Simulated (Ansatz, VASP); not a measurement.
**Two plane-wave programs on AlNi**

INCAR

```
SYSTEM = AlNi
PREC = Accurate
ENCUT = 520
EDIFF = 1E-6
ISMEAR = -1
SIGMA = 0.1
LREAL = .False.
LASPH = .True.
NELM = 150
ALGO = Normal
ISIF = 2
LWAVE = .False.
LCHARG = .False.
ISPIN = 2
MAGMOM = 0 1
LORBIT = 11
LMAXMIX = 4
GGA = CA
NBANDS = 18
```

File KPOINTS:

```
Automatic mesh
0
Gamma
  7 7 7
  0 0 0
```

File POSCAR:

```
AlNi
1.0
    2.8691800000     -0.0578400000      0.0015600000
   -0.0578400000      2.9876700000     -0.0504200000
    0.0015600000     -0.0504200000      2.8739200000
Al Ni
1 1
Direct
    0.9977500000      0.0111100000      0.9934100000
    0.4965466614      0.4936762557      0.5033003543
```

Input for Ansatz:

```yaml
crystal:
  lattice:
    - [2.86918, -0.05784, 0.00156]
    - [-0.05784, 2.98767, -0.05042]
    - [0.00156, -0.05042, 2.87392]
  atoms:
    - { symbol: Al, position: [0.99775, 0.01111, 0.99341] }
    - { symbol: Ni, position: [0.496546661372516, 0.49367625569672285, 0.5033003542967401], spin: 1.0 }
basis:
  ecutwfc: 540.0
  xc_grid: 2
kpoints:
  mp_grid:
    grid: [7, 7, 7]
hamiltonian:
  xc: lda
magnetization:
  spin_polarized: true
scf:
  convergence:
    dr2_threshold: 1.0e-09
  occupations:
    method: fermi_dirac
    width: 0.1
output:
  forces: true
  stress: true
```

Alike in both runs: task single point; functional LDA; k mesh 7 × 7 × 7; occupations fermi-dirac, width 0.1 eV; collinear spin.

```csv
,VASP,Ansatz
version,VASP 6.6.1,Ansatz 0.2.0
potentials or method,"VASP PAW LDA potentials, release 64 (Al, Ni), cutoff 520 eV","plane waves, PAW"
valence electrons in the cell,13,21
```

|  | VASP | Ansatz | Ansatz less VASP |
| --- | --- | --- | --- |
| pressure (GPa) | -11.6 | -11.9 | -0.29 |
| traceless stress, the component that is largest in VASP (GPa) | 3.90 | 3.87 | -0.032 |
| rms of the force components (eV/Å) | 0.143 | 0.141 | -0.0021 |
| net moment per atom (μB) | 0.00 | 0.00 | 0.000 |

LDA's correlation is that of Perdew and Zunger in VASP and of Perdew and Wang (1992) in Ansatz. Atom by atom the forces differ by 0.002 eV/Å (rms over components). VASP's potentials hold 13 valence electrons a cell and Ansatz's 21, so a difference there can come from the potentials and not from the codes. Ansatz's warnings: seeded moment not kept, stress scf threshold loose.
